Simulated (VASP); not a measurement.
Write the native input for VASP 6.6.1 that does the following.

* Task: electric field gradients
* Functional: PBE
* Potentials or basis: VASP PAW PBE potentials, release 64 (K_sv, I)
* Cutoff: 520 eV
* k mesh: 6 × 6 × 6
* Occupations: fermi-dirac, width 0.02 eV
* Spin: no spin polarisation
* Dipole correction: no
* Further INCAR settings: ALGO = Normal; EDIFF = 1e-08; NBANDS = 15

The structure of KI lies in POSCAR:

```
KI
1.0
    0.0352455000      3.5245500000      3.5245500000
    3.5245500000      0.0352455000      3.5245500000
    3.5597955000      3.5597955000      0.0000000000
K I
1 1
Direct
    0.0000000000      0.0000000000      0.0000000000
    0.5000000000      0.5000000000      0.5000000000
```

This cell differs from its parent crystal: xy shear strain of +2 %.

One way to write it, as run:

INCAR

```
SYSTEM = KI
PREC = Accurate
ENCUT = 520
EDIFF = 1E-8
ISMEAR = -1
SIGMA = 0.02
LREAL = .False.
LASPH = .True.
NELM = 100
ALGO = Normal
ISIF = 2
LWAVE = .False.
LCHARG = .False.
GGA = PE
LEFG = .True.
NBANDS = 15
```

KPOINTS

```
regular mesh
0
Gamma
  6 6 6
  0 0 0
```

Potentials or basis: VASP PAW PBE potentials, release 64 (K_sv, I).

The run is started by

```console
$ cat potpaw_PBE.64/K_sv/POTCAR potpaw_PBE.64/I/POTCAR > POTCAR
$ mpirun -np 1 vasp_std > vasp.out
```

It gave:

The pressure is 0.7 GPa and the band gap on the k mesh is 3.95 eV, direct.

Caveat: the cell differs from its parent crystal (xy shear strain of +2 %); without QUAD_EFG the Cq values of the log hold for a quadrupole moment of 1 mb, not for the nuclei; spin-orbit coupling is left out, which moves the levels of the heavy elements.

Run time: 2.1 min on 1 thread of AMD EPYC 7R43 64-Core Processor (Zen 3) (shared host), peak memory 0.22 GiB.
